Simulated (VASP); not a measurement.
A run of VASP 6.6.1 is set up as follows.

Contents of INCAR:

```
SYSTEM = Pb
PREC     = Accurate       ! precision mode
ENCUT    = 520            ! plane-wave cutoff, eV
EDIFF    = 1E-7           ! SCF threshold, eV
ISMEAR   = -1             ! smearing method
SIGMA    = 0.05           ! smearing width, eV
LREAL    = .FALSE.        ! projectors in reciprocal space
LASPH    = .TRUE.         ! aspherical terms in the spheres
NELM     = 80             ! most SCF steps
ALGO     = Normal         ! electronic algorithm
ISIF     = 2              ! what is computed and relaxed
LWAVE    = .FALSE.        ! write WAVECAR
LCHARG   = .FALSE.        ! write CHGCAR
GGA      = PE             ! functional
IVDW     = 12             ! dispersion correction
NBANDS   = 13             ! bands
```

File KPOINTS:

```
Automatic mesh
0
G
  9 9 9
  0 0 0
```

POSCAR

```
Pb
1.0
    0.0000000000      2.4415696833      2.4415696833
    2.4415696833      0.0000000000      2.4415696833
    2.4415696833      2.4415696833      0.0000000000
Pb
1
Direct
    0.0000000000      0.0000000000      0.0000000000
```

Potentials or basis: VASP PAW PBE potentials, release 64 (Pb_d).

Command:

```sh
$ cat potpaw_PBE.64/Pb_d/POTCAR > POTCAR
$ mpirun -np 1 vasp_std > vasp.out
```

Task: Predict the pressure.

Result: 2.1 GPa.

Task: What does it give for the dispersion energy per atom?

Result: -0.427 eV.

Task: Predict the band gap on the k mesh.

Result: Zero (band 7 reaches 15.49 eV, above the bottom of band 8 at 6.12 eV).

Caveat: spin-orbit coupling is left out, which moves the levels of the heavy elements; pairwise dispersion overbinds metals, which lowers pressure and volume.
